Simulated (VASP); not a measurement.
A run of VASP 6.6.1:

Contents of POSCAR:

```
SnTe
1.0
    5.3967552201      0.0000000000      0.0000000000
   -2.6983776101      4.6737271186      0.0000000000
    0.0000000000      0.0000000000      6.4878041079
Sn Te
2 2
Direct
    0.3333333333      0.6666666667     -0.0459806368
    0.6666666667      0.3333333333      0.4540193632
    0.3333333333      0.6666666667      0.4209806368
    0.6666666667      0.3333333333      0.9209806368
```

File INCAR.step1:

```
SYSTEM = SnTe
PREC = Accurate ; ENCUT = 520
ISMEAR = 0 ; SIGMA = 0.01
LREAL = .False. ; LASPH = .True.
NELM = 100 ; NBANDS = 28
ISYM = 0 ; GGA = PE
ALGO = Normal ; EDIFF = 1E-4
LWAVE = .True. ; LCHARG = .False.
```

The input INCAR.step2:

```
SYSTEM = SnTe
PREC = Accurate ; ENCUT = 520
EDIFF = 1E-7 ; ISMEAR = 0
SIGMA = 0.01 ; LREAL = .False.
LASPH = .True. ; NELM = 100
ALGO = Normal ; ISIF = 2
LWAVE = .False. ; LCHARG = .True.
METAGGA = R2SCAN ; LMIXTAU = .True.
LELF = .True. ; LVHAR = .True.
NBANDS = 28 ; ISYM = 0
ISTART = 1
```

File KPOINTS:

```
Automatic mesh
0
Gamma
  6 6 4
  0.5 0.5 0.5
```

Potentials or basis: VASP PAW PBE potentials, release 64 (Sn_d, Te).

Run with:

```sh
$ cat potpaw_PBE.64/Sn_d/POTCAR potpaw_PBE.64/Te/POTCAR > POTCAR
$ cp INCAR.step1 INCAR
$ mpirun -np 1 vasp_std > vasp.out
$ cp INCAR.step2 INCAR
$ mpirun -np 1 vasp_std > vasp.out
```

Hardware: 1 thread of AMD EPYC 9R45 96-Core Processor (Zen 5), on a shared host.

Task: How long does it take, and how much memory?

Result: Wall time 35 min on 1 thread of AMD EPYC 9R45 96-Core Processor (Zen 5), with other jobs on the host, peak memory 0.88 GiB. Counts: k points 216.
